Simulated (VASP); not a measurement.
Crystal: V.

```
CELL_PARAMETERS angstrom
2.69407 0.00000 0.00000
-1.34704 2.33314 0.00000
0.00000 0.00000 8.79885
ATOMIC_POSITIONS crystal
V 0.00000 0.00000 0.00000
V 0.00000 0.00000 0.50000
V 0.33333 0.66667 0.25000
V 0.66667 0.33333 0.75000
```

This isn't the form of V at room conditions, which is bcc.

* Program: VASP 6.6.1
* Task: relaxation of cell and atoms
* Functional: PBEsol
* Potentials or basis: VASP PAW PBE potentials, release 64 (V_sv)
* Cutoff: 600 eV
* k mesh: 13 × 13 × 4
* Occupations: fermi-dirac, width 0.1 eV
* Spin: no spin polarisation

At the start: pressure -5.7 GPa; volume 13.83 Å³/atom.

Problem. How do energy, volume and symmetry change on relaxing?

Solution. Over 10 steps the energy falls by 21.8 meV/atom and the volume is 13.35 Å³/atom (-3.4 %); space group P6_3/mmc (No. 194, to 0.1 Å) before and after.

Step by step:
```
step  energy change (eV)  largest force (eV/Å)  pressure (GPa)  volume (Å³)
   1              0.0000                0.0000           -5.67        55.31
   2              0.0024                0.0000            7.94        51.48
   3             -0.0390                0.0000            0.60        53.38
   4             -0.0541                0.0000            0.56        53.37
   5             -0.0855                0.0000            0.57        53.26
   6             -0.0855                0.0000            0.72        53.19
   7             -0.0870                0.0000            0.63        53.23
   8             -0.0870                0.0000            0.64        53.23
   9             -0.0851                0.0000           -1.59        53.87
  10             -0.0874                0.0000           -0.01        53.41
```

Final structure:
```cif
data_structure
_symmetry_space_group_name_H-M 'P 1'
_symmetry_Int_Tables_number 1
_cell_length_a 2.5876
_cell_length_b 2.5876
_cell_length_c 9.2113
_cell_angle_alpha 90.000
_cell_angle_beta 90.000
_cell_angle_gamma 120.000
_cell_volume 53.41
loop_
_atom_site_label
_atom_site_type_symbol
_atom_site_fract_x
_atom_site_fract_y
_atom_site_fract_z
_atom_site_occupancy
V1 V 0.00000 0.00000 0.00000 1
V2 V 0.00000 0.00000 0.50000 1
V3 V 0.33333 0.66667 0.25000 1
V4 V 0.66667 0.33333 0.75000 1
```

Caveat: the PAW data sets were made with another functional, which shifts forces and pressure a little.
